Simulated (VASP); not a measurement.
Wanted: the native input for a VASP 6.6.1 run.

```
Task                   : single point
Functional             : PBE
Potentials or basis    : VASP PAW PBE potentials, release 64 (Be)
Cutoff                 : 520 eV
k mesh                 : 24 × 24 × 14
Occupations            : gaussian, width 0.15 eV
Spin                   : no spin polarisation
Dipole correction      : no
Further INCAR settings : ALGO = Fast; EDIFF = 1e-07; NBANDS = 9
```

The structure of Be lies in POSCAR:

```
Be
1.0
    2.1845268857      0.0000000000      0.0000000000
   -1.0922634429      1.8918557782      0.0000000000
    0.0000000000      0.0000000000      3.7809450000
Be
2
Direct
    0.3333333333      0.6666666667      0.2500000000
    0.6666666667      0.3333333333      0.7500000000
```

This cell differs from its parent crystal: strain -0.050 along x and y, +0.050 along z.

These files were run (other wordings do the same):

INCAR

```
SYSTEM = Be
ALGO = Fast
EDIFF = 1E-7
ENCUT = 520
GGA = PE
ISIF = 2
ISMEAR = 0
LASPH = .True.
LCHARG = .False.
LREAL = .False.
LWAVE = .False.
NBANDS = 9
NELM = 80
PREC = Accurate
SIGMA = 0.15
```

KPOINTS

```
k-points
0
Gamma
  24 24 14
  0 0 0
```

Potentials or basis: VASP PAW PBE potentials, release 64 (Be).

Command:

```console
$ cat potpaw_PBE.64/Be/POTCAR > POTCAR
$ mpirun -np 1 vasp_std > vasp.out
```

It gave:

```json
{"Pressure": "2.7 GPa", "Band gap on the k mesh": "zero (band 2 reaches 7.93 eV, above the bottom of band 3 at 6.50 eV)"}
```

Caveat: the cell differs from its parent crystal (strain -0.050 along x and y, +0.050 along z).

Run time: 15 s on 1 thread of Intel(R) Xeon(R) 6975P-C (Granite Rapids) (shared host), peak memory 0.16 GiB.
